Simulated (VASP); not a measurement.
# CdS in VASP: notebook

The runs below take CdS through single point, with r2SCAN.

All numbers are computed with VASP 6.6.1; they aren't measurements. Logs are shortened: lines on timing, memory, paths and dates and some standing lists are left out, and cuts for length are marked.

## (1) The cell of the first run

It takes space group I4mm (No. 107, tetragonal). Conventional cell: a = 3.856 Å, b = 3.856 Å, c = 5.454 Å, α = 90.00°, β = 90.00°, γ = 90.00°. Cd (site symmetry 4mm) has 6 S at 2.57 to 2.88 Å within 3.4 Å. S (site symmetry 4mm) has 6 Cd at 2.57 to 2.88 Å within 3.4 Å.

## (2) Single point, r2SCAN (mode 4 frozen in at -0.122 Å and mode 5 at +0.000 Å (largest displacements))

POSCAR

```
CdS
1.0
    0.0000000000      2.7269062253      2.7269062253
    2.7269062253      0.0000000000      2.7269062253
    2.7269062253      2.7269062253      0.0000000000
Cd S
1 1
Direct
   -0.0063692780      0.0063692780      0.0063692780
    0.5223330012      0.4776669988      0.4776669988
```

INCAR.step1

```
PREC = Accurate ; ENCUT = 520
ISMEAR = 0 ; SIGMA = 0.05
LREAL = False ; LASPH = True
NELM = 100 ; NBANDS = 16
GGA = PE ; ALGO = Normal
EDIFF = 1E-4 ; LWAVE = True
LCHARG = False
```

INCAR.step2

```
PREC = Accurate ; ENCUT = 520
EDIFF = 1E-6 ; ISMEAR = 0
SIGMA = 0.05 ; LREAL = False
LASPH = True ; NELM = 100
ALGO = Normal ; ISIF = 2
LWAVE = False ; LCHARG = False
METAGGA = R2SCAN ; LMIXTAU = True
NBANDS = 16 ; ISTART = 1
```

KPOINTS

```
regular mesh
0
Gamma
  8 8 8
```

Potentials or basis: VASP PAW PBE potentials, release 64 (Cd, S).

Run with:

```bash
cat potpaw_PBE.64/Cd/POTCAR potpaw_PBE.64/S/POTCAR > POTCAR
cp INCAR.step1 INCAR
mpirun -np 1 vasp_std > vasp.out
cp INCAR.step2 INCAR
mpirun -np 1 vasp_std > vasp.out
```

OUTCAR:

```text
PREC = Accurate
   ENCUT = 520
   EDIFF = 1E-6
   ISMEAR = 0
   LREAL = False
   LASPH = True
   NELM = 100
   ISIF = 2
   METAGGA = R2SCAN
   ISTART = 1

 ion  position               nearest neighbor table
   1  0.994  0.006  0.006-   2 2.57   2 2.73   2 2.73   2 2.73   2 2.73   2 2.88
   2  0.522  0.478  0.478-   1 2.57   1 2.73   1 2.73   1 2.73   1 2.73   1 2.88

  LATTYP: Found a face centered cubic cell.
 ALAT       =     5.4538124506

  Lattice vectors:

 A1 = (   0.0000000000,   2.7269062253,   2.7269062253)
 A2 = (   2.7269062253,   0.0000000000,   2.7269062253)
 A3 = (   2.7269062253,   2.7269062253,   0.0000000000)

Analysis of symmetry for initial positions (statically):
=====================================================================
 Subroutine PRICEL returns:
 Original cell was already a primitive cell.

 Routine SETGRP: Setting up the symmetry group for a
 face centered cubic supercell.

 Subroutine GETGRP returns: Found  8 space group operations
 (whereof  8 operations were pure point group operations)
 out of a pool of 48 trial point group operations.

The static configuration has the point symmetry C_4v.

Analysis of symmetry for dynamics (positions and initial velocities):
=====================================================================
 Subroutine PRICEL returns:
 Original cell was already a primitive cell.

 Routine SETGRP: Setting up the symmetry group for a
 face centered cubic supercell.

 Subroutine GETGRP returns: Found  8 space group operations
 (whereof  8 operations were pure point group operations)
 out of a pool of 48 trial point group operations.

The dynamic configuration has the point symmetry C_4v.

 Subroutine INISYM returns: Found  8 space group operations
 (whereof  8 operations are pure point group operations),
 and found     1 'primitive' translations

----------------------------------------------------------------------------------------

                                     Primitive cell

  volume of cell :      40.5546

  direct lattice vectors                    reciprocal lattice vectors
     0.000000000  2.726906225  2.726906225    -0.183357974  0.183357974  0.183357974
     2.726906225  0.000000000  2.726906225     0.183357974 -0.183357974  0.183357974
     2.726906225  2.726906225  0.000000000     0.183357974  0.183357974 -0.183357974

  length of vectors
     3.856427767  3.856427767  3.856427767     0.317585326  0.317585326  0.317585326

  position of ions in fractional coordinates (direct lattice)
     0.993630722  0.006369278  0.006369278
     0.522333001  0.477666999  0.477666999

  ion indices of the primitive-cell ions
   primitive index   ion index
                 1           1
                 2           2

----------------------------------------------------------------------------------------

 KPOINTS: regular mesh

Automatic generation of k-mesh.
 Grid dimensions read from file:
 generate k-points for:    8    8    8

 Generating k-lattice:

  Cartesian coordinates                     Fractional coordinates (reciprocal lattice)
    -0.022919747  0.022919747  0.022919747     0.125000000  0.000000000  0.000000000
     0.022919747 -0.022919747  0.022919747     0.000000000  0.125000000  0.000000000
     0.022919747  0.022919747 -0.022919747     0.000000000  0.000000000  0.125000000

  Length of vectors
     0.039698166  0.039698166  0.039698166

  Shift w.r.t. Gamma in fractional coordinates (k-lattice)
     0.000000000  0.000000000  0.000000000

 Subroutine IBZKPT returns following result:
 ===========================================

 Found     59 irreducible k-points:

 Following reciprocal coordinates:
            Coordinates               Weight
  0.000000  0.000000  0.000000      1.000000
  0.125000  0.000000  0.000000      8.000000
  0.250000  0.000000  0.000000      8.000000
  0.375000  0.000000  0.000000      8.000000
  0.500000  0.000000  0.000000      4.000000
  0.125000  0.125000  0.000000      4.000000
[... 16 lines left out ...]
  0.000000  0.375000  0.250000      8.000000
  0.500000  0.250000  0.000000     16.000000
 [... further k-points ...]
   k-points           NKPTS =     59   k-points in BZ     NKDIM =     59   number of bands    NBANDS=     16
   number of dos      NEDOS =    301   number of ions     NIONS =      2
   total plane-waves  NPLWV =  27000
   dimension x,y,z NGX =    30 NGY =   30 NGZ =   30
   dimension x,y,z NGXF=    60 NGYF=   60 NGZF=   60
   ions per type =               1   1
   NGX,Y,Z   is equivalent  to a cutoff of  12.93, 12.93, 12.93 a.u.
   NGXF,Y,Z  is equivalent  to a cutoff of  25.87, 25.87, 25.87 a.u.
 SYSTEM =  unknown system
   PREC   = accura    normal or accurate (medium, high low for compatibility)
   ISTART =      1    job   : 0-new  1-cont  2-samecut
   ICHARG =      0    charge: 1-file 2-atom 10-const
   ISPIN  =      1    spin polarized calculation?
   LNONCOLLINEAR =      F non collinear calculations
   LSORBIT =      F    spin-orbit coupling
   LASPH  =      T    aspherical Exc in radial PAW
   ENCUT  =  520.0 eV  38.22 Ry    6.18 a.u.   7.17  7.17  7.17*2*pi/ulx,y,z
   NELM   =    100;   NELMIN=  2; NELMDL=  0     # of ELM steps
   EDIFF  = 0.1E-05   stopping-criterion for ELM
   LREAL  =      F    real-space projection
   EDIFFG = 0.1E-04   stopping-criterion for IOM
   NSW    =      0    number of steps for IOM
   IBRION =     -1    ionic relax: 0-MD 1-quasi-New 2-CG
   NFREE  =      0    steps in history (QN), initial steepest desc. (CG)
   ISIF   =      2    stress and relaxation
   ISYM   =      2    0-nonsym 1-usesym 2-fastsym
   POTIM  = 0.5000    time-step for ionic-motion
   TEBEG  =    0.0;   TEEND  =   0.0 temperature during run
   PSTRESS=    0.0 pullay stress
   NELECT =      18.0000    total number of electrons
   NUPDOWN=      -1.0000    fix difference up-down
   EMIN   =  10.00;   EMAX   =-10.00  energy-range for DOS
   EFERMI =   0.00;   METHOD = LEGACY
   ISMEAR =     0;   SIGMA  =   0.05  broadening in eV -4-tet -1-fermi 0-gaus
   EFERMI_NEDOS =   21; number of points for ismear=-14 and -15
   IALGO  =     38    algorithm
   IMIX   =      4    mixing-type and parameters
     AMIX     =   0.40;   BMIX     =  1.00
     AMIX_MAG =   1.60;   BMIX_MAG =  1.00
  volume/ion in A,a.u.               =      20.28       136.84
  Fermi-wavevector in a.u.,A,eV,Ry     =   1.248779  2.359849 21.217580  1.559448
  Thomas-Fermi vector in A             =   2.382850
   LORBIT       =      0    0 simple, 1 ext, 2 COOP (PROOUT), +10 PAW based schemes
   METAGGA = R2SCAN    functional components
   LHFCALC =     F    Hartree Fock is set to
   AEXX    =    0.0000 exact exchange contribution
   IVDW    =     0    specifies the selected vdW correction
   LEPSILON=     F    determine dielectric tensor
   LRPA    =     F    only Hartree local field effects (RPA)
 non-spin polarized calculation
 Gauss-broadening in eV      SIGMA  =   0.05
  energy-cutoff  :      520.00
  volume of cell :       40.55
 maximum number of plane-waves:      1106
 NGX is ok and might be reduce to    30
   NGX = 15   NGY = 15   NGZ = 15

 number of electron      17.9999998 magnetization

 Free energy of the ion-electron system (eV)
  ---------------------------------------------------
  ext. energy  EPLUGINS =         0.00000000
  ---------------------------------------------------
  free energy    TOTEN  =       -29.49916843 eV

  energy without entropy =      -29.49916843  energy(sigma->0) =      -29.49916843

 E-fermi :   2.9657     XC(G=0): -10.9983

 val. band max:        2.7274065382   @ k =   0.5000   0.0000   0.0000
 cond. band min:       3.5158698491   @ k =   0.5000   0.5000   0.0000
 fundamental gap:      0.7884633109
 Fermi energy:         2.9656905327

 k-point     1 :       0.0000    0.0000    0.0000
  band No.  band energies     occupation
      1     -10.6080      2.00000
      2      -5.1616      2.00000
      3      -5.1256      2.00000
      4      -5.1256      2.00000
      5      -5.1048      2.00000
      6      -5.1040      2.00000
[... 8 lines left out ...]
     15      14.8170      0.00000
     16      15.2511      0.00000

 k-point     2 :       0.1250    0.0000    0.0000
  band No.  band energies     occupation
      1     -10.4715      2.00000
      2      -5.2126      2.00000
      3      -5.1623      2.00000
      4      -5.1280      2.00000
      5      -5.0870      2.00000
      6      -5.0833      2.00000
[... 8 lines left out ...]
     15      13.7720      0.00000
     16      14.7284      0.00000

 k-point     3 :       0.2500    0.0000    0.0000
  band No.  band energies     occupation
      1     -10.1070      2.00000
      2      -5.3244      2.00000
      3      -5.2782      2.00000
      4      -5.1750      2.00000
      5      -5.0136      2.00000
      6      -5.0123      2.00000
[... 8 lines left out ...]
     15      14.2231      0.00000
     16      14.4858      0.00000

 k-point     4 :       0.3750    0.0000    0.0000
  band No.  band energies     occupation
      1      -9.6736      2.00000
      2      -5.4193      2.00000
      3      -5.3897      2.00000
      4      -5.2795      2.00000
      5      -4.9380      2.00000
      6      -4.9380      2.00000
[... 8 lines left out ...]
     15      15.5190      0.00000
     16      15.5305      0.00000
[... 324 lines left out ...]
 k-point    22 :       0.3750    0.2500    0.0000
  band No.  band energies     occupation
      1      -9.8141      2.00000
      2      -5.2377      2.00000
      3      -5.1526      2.00000
      4      -5.1234      2.00000
      5      -4.9234      2.00000
      6      -4.9088      2.00000
[... 8 lines left out ...]
     15      16.9339      0.00000
     16      18.2628      0.00000

 k-point    23 :       0.0000    0.3750    0.2500
  band No.  band energies     occupation
      1      -9.8131      2.00000
      2      -5.2077      2.00000
      3      -5.1671      2.00000
      4      -5.1128      2.00000
      5      -4.9318      2.00000
      6      -4.9189      2.00000
[... 8 lines left out ...]
     15      16.9562      0.00000
     16      18.3175      0.00000

 k-point    24 :       0.5000    0.2500    0.0000
  band No.  band energies     occupation
      1      -9.5904      2.00000
      2      -5.2974      2.00000
      3      -5.2004      2.00000
      4      -5.0751      2.00000
      5      -4.8823      2.00000
      6      -4.7500      2.00000
[... 8 lines left out ...]
     15      17.0471      0.00000
     16      18.5615      0.00000

 [... further k-points ...]

------------------------ aborting loop because EDIFF is reached ----------------------------------------

  FORCE on cell =-STRESS in cart. coord.  units (eV):
  Direction    XX          YY          ZZ          XY          YZ          ZX
  --------------------------------------------------------------------------------------
  -------------------------------------------------------------------------------------
  Total        0.7567848      0.0811932      0.0811932      0.0000000     -0.0000000     -0.0000000
  in kB       29.8980148      3.2076709      3.2076709      0.0000000     -0.0000000     -0.0000000
  external PRESSURE =      12.1044522 kB  Pullay stress =       0.0000000 kB

 VOLUME and BASIS-vectors are now :
 -----------------------------------------------------------------------------
  energy-cutoff  :      520.00
  volume of cell :       40.55
      direct lattice vectors                 reciprocal lattice vectors
     0.000000000  2.726906225  2.726906225    -0.183357974  0.183357974  0.183357974
     2.726906225  0.000000000  2.726906225     0.183357974 -0.183357974  0.183357974
     2.726906225  2.726906225  0.000000000     0.183357974  0.183357974 -0.183357974

 POSITION                                       TOTAL-FORCE (eV/Angst)
 -----------------------------------------------------------------------------------
      0.03474      2.72691      2.72691        -0.355660      0.000000      0.000000
      2.60511      2.72691      2.72691         0.355660      0.000000      0.000000
 -----------------------------------------------------------------------------------
    total drift:                                0.000010      0.000001      0.000001

  FREE ENERGIE OF THE ION-ELECTRON SYSTEM (eV)
  ---------------------------------------------------
  free  energy   TOTEN  =       -29.4991684313 eV

  energy  without entropy=      -29.4991684313  energy(sigma->0) =      -29.49916843
```

Run time: 2 min. Hardware: 1 thread of Intel Xeon Platinum 8488C (Sapphire Rapids), shared host; peak memory 0.19 GiB.

Results:

```yaml
Free_energy: -29.4992 eV
Pressure: 1.2 GPa
Largest_force: 0.356 eV/Å
Band_gap_on_the_k_mesh: 0.79 eV, indirect (least direct gap 2.32 eV)
```

Forces on the atoms (eV/Å):
```
Cd  -0.356  0.000  0.000
S    0.356  0.000  0.000
```

Caveat: the cell differs from its parent crystal (mode 4 frozen in at -0.122 Å and mode 5 at +0.000 Å (largest displacements)); the PAW data sets were made with another functional, which shifts forces and pressure a little. A k mesh can miss the band edges.

## (3) Single point, r2SCAN (mode 4 frozen in at -0.162 Å and mode 5 at +0.000 Å (largest displacements))

POSCAR

```
CdS
1.0
    0.0000000000      2.7269062253      2.7269062253
    2.7269062253      0.0000000000      2.7269062253
    2.7269062253      2.7269062253      0.0000000000
Cd S
1 1
Direct
   -0.0084923707      0.0084923707      0.0084923707
    0.5297773349      0.4702226651      0.4702226651
```

INCAR.step1

```
SYSTEM = CdS
PREC     = Accurate       ! precision mode
ENCUT    = 520            ! plane-wave cutoff, eV
ISMEAR   = 0              ! smearing method
SIGMA    = 0.05           ! smearing width, eV
LREAL    = .False.        ! projectors in reciprocal space
LASPH    = .True.         ! aspherical terms in the spheres
NELM     = 80             ! most SCF steps
NBANDS   = 16             ! bands
GGA      = PE             ! functional
ALGO     = Normal         ! electronic algorithm
EDIFF    = 1E-4           ! SCF threshold, eV
LWAVE    = .True.         ! write WAVECAR
LCHARG   = .False.        ! write CHGCAR
```

INCAR.step2

```
SYSTEM = CdS
PREC     = Accurate       ! precision mode
ENCUT    = 520            ! plane-wave cutoff, eV
EDIFF    = 1E-7           ! SCF threshold, eV
ISMEAR   = 0              ! smearing method
SIGMA    = 0.05           ! smearing width, eV
LREAL    = .False.        ! projectors in reciprocal space
LASPH    = .True.         ! aspherical terms in the spheres
NELM     = 80             ! most SCF steps
ALGO     = Normal         ! electronic algorithm
ISIF     = 2              ! what is computed and relaxed
LWAVE    = .False.        ! write WAVECAR
LCHARG   = .True.         ! write CHGCAR
METAGGA  = R2SCAN         ! meta-GGA
LMIXTAU  = .True.       
LELF     = .True.         ! ELF
LVHAR    = .True.       
NBANDS   = 16             ! bands
ISTART   = 1
```

KPOINTS

```
regular mesh
0
Gamma
  8 8 8
  0 0 0
```

Potentials or basis: VASP PAW PBE potentials, release 64 (Cd, S).

Run with:

```bash
cat potpaw_PBE.64/Cd/POTCAR potpaw_PBE.64/S/POTCAR > POTCAR
cp INCAR.step1 INCAR
mpirun -np 1 vasp_std > vasp.out
cp INCAR.step2 INCAR
mpirun -np 1 vasp_std > vasp.out
```

Wall time 2.4 min (1 thread of Intel Xeon Platinum 8488C (Sapphire Rapids), shared host); peak memory 0.19 GiB.

The run converged. Its results:

```yaml
Free_energy: -29.4759 eV
Pressure: 1.8 GPa
Largest_force: 0.544 eV/Å
Band_gap_on_the_k_mesh: 0.82 eV, indirect (least direct gap 2.30 eV)
```

Forces on the atoms (eV/Å):
```
Cd  -0.544  0.000  0.000
S    0.544  0.000  0.000
```

Stress tensor (GPa, compression positive):
```
5.01 0.00 0.00
0.00 0.22 0.00
0.00 0.00 0.22
```

Levels at points of the mesh, in eV from the valence-band top:
```
           k point  band 6  band 7  band 8  band 9  band 10  band 11  band 12  band 13
(0.00, 0.00, 0.00)   -7.82   -0.68   -0.68   -0.68     1.62     9.56     9.56     9.68
(0.50, 0.00, 0.00)   -7.63   -4.89   -0.06   -0.01     4.14     6.52     6.62     7.62
(0.50, 0.50, 0.00)   -6.82   -4.32   -2.17   -2.08     0.82     6.30    10.82    12.42
(0.00, 0.50, 0.50)   -6.83   -4.41   -2.17   -2.17     0.85     6.45    10.93    12.33
```

Caveat: the cell differs from its parent crystal (mode 4 frozen in at -0.162 Å and mode 5 at +0.000 Å (largest displacements)); the PAW data sets were made with another functional, which shifts forces and pressure a little. A k mesh can miss the band edges.

## (4) Single point, r2SCAN (mode 4 frozen in at -0.203 Å and mode 5 at -0.041 Å (largest displacements))

POSCAR

```
CdS
1.0
    0.0000000000      2.7269062253      2.7269062253
    2.7269062253      0.0000000000      2.7269062253
    2.7269062253      2.7269062253      0.0000000000
Cd S
1 1
Direct
   -0.0084923707      0.0084923707      0.0127385560
    0.5297773349      0.4702226651      0.4553339976
```

INCAR.step1

```
SYSTEM = CdS
ALGO = Normal ; EDIFF = 1E-4
ENCUT = 520 ; GGA = PE
ISMEAR = 0 ; LASPH = .True.
LCHARG = .False. ; LREAL = .False.
LWAVE = .True. ; NBANDS = 16
NELM = 100 ; PREC = Accurate
SIGMA = 0.05
```

INCAR.step2

```
SYSTEM = CdS
ALGO = Normal ; EDIFF = 1E-6
ENCUT = 520 ; ISIF = 2
ISMEAR = 0 ; ISTART = 1
LASPH = .True. ; LCHARG = .False.
LMIXTAU = .True. ; LREAL = .False.
LWAVE = .False. ; METAGGA = R2SCAN
NBANDS = 16 ; NELM = 100
PREC = Accurate ; SIGMA = 0.05
```

KPOINTS

```
k-points
0
Gamma
  8 8 8
  0 0 0
```

Run with:

```bash
cat potpaw_PBE.64/Cd/POTCAR potpaw_PBE.64/S/POTCAR > POTCAR
cp INCAR.step1 INCAR
mpirun -np 1 vasp_std > vasp.out
cp INCAR.step2 INCAR
mpirun -np 1 vasp_std > vasp.out
```

Run time: 5.5 min. Hardware: 1 thread of Intel Xeon Platinum 8488C (Sapphire Rapids), shared host; peak memory 0.24 GiB.

The run converged. Its results:

```yaml
Free_energy: -29.4396 eV
Pressure: 2.7 GPa
Largest_force: 0.789 eV/Å
Band_gap_on_the_k_mesh: 0.86 eV, indirect (least direct gap 2.26 eV)
```

Forces in eV/Å, atoms in the order of the input:
```
Cd  -0.786 -0.069  0.000
S    0.786  0.069  0.000
```

Stress tensor (GPa, compression positive):
```
 7.65 -0.27  0.00
-0.27  0.35  0.00
 0.00  0.00  0.08
```

Levels at points of the mesh, in eV from the valence-band top:
```csv
k point,band 5,band 6,band 7,band 8,band 9,band 10,band 11,band 12,band 13,band 14
"(0.00, 0.00, 0.00)",-7.82,-7.82,-0.66,-0.64,-0.62,1.63,9.43,9.45,9.67,11.84
"(0.50, 0.00, 0.00)",-7.64,-7.63,-4.91,-0.12,-0.05,4.19,6.58,6.71,7.63,12.94
"(0.00, 0.00, 0.50)",-7.63,-7.63,-4.87,-0.08,-0.01,4.15,6.53,6.67,7.62,12.96
"(0.50, 0.50, 0.00)",-7.55,-6.82,-4.32,-2.17,-2.03,0.86,6.22,10.82,12.47,12.65
"(0.00, 0.50, 0.50)",-7.57,-6.83,-4.46,-2.17,-2.17,0.91,6.45,10.99,12.36,12.36
"(0.50, 0.00, 0.50)",-7.55,-6.82,-4.32,-2.17,-2.03,0.86,6.23,10.83,12.49,12.62
```

Caveat: the cell differs from its parent crystal (mode 4 frozen in at -0.203 Å and mode 5 at -0.041 Å (largest displacements)); the PAW data sets were made with another functional, which shifts forces and pressure a little. A k mesh can miss the band edges.
